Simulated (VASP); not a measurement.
Input of a VASP 6.6.1 run:

The input INCAR:

```
SYSTEM = PbO2
ALGO     = Normal         ! electronic algorithm
EDIFF    = 1E-7           ! SCF threshold, eV
ENCUT    = 520            ! plane-wave cutoff, eV
GGA      = PS             ! functional
ISIF     = 2              ! what is computed and relaxed
ISMEAR   = -1             ! smearing method
LASPH    = .True.         ! aspherical terms in the spheres
LCHARG   = .False.        ! write CHGCAR
LREAL    = .False.        ! projectors in reciprocal space
LWAVE    = .False.        ! write WAVECAR
NBANDS   = 20             ! bands
NELM     = 60             ! most SCF steps
PREC     = Accurate       ! precision mode
SIGMA    = 0.05           ! smearing width, eV
```

Contents of KPOINTS:

```
k-points
0
Gamma
  7 7 7
  0 0 0
```

Contents of POSCAR:

```
PbO2
1.0
    0.0000000000      2.6749720800      2.7019920000
    2.6749720800      0.0000000000      2.7019920000
    2.6749720800      2.6749720800      0.0000000000
Pb O
1 2
Direct
    0.0000000000      0.0000000000      0.0000000000
    0.7500000000      0.7500000000      0.7500000000
    0.2500000000      0.2500000000      0.2500000000
```

Potentials or basis: VASP PAW PBE potentials, release 64 (Pb_d, O).

Command:

```console
$ cat potpaw_PBE.64/Pb_d/POTCAR potpaw_PBE.64/O/POTCAR > POTCAR
$ mpirun -np 1 vasp_std > vasp.out
```

(1) What does it give for the pressure?

(2) Estimate the band gap on the k mesh.

Answers

(1) -3.0 GPa.

(2) zero (band 13 reaches 5.68 eV, above the bottom of band 14 at 4.54 eV).

Caveat: the PAW data sets were made with another functional, which shifts forces and pressure a little; spin-orbit coupling is left out, which moves the levels of the heavy elements.
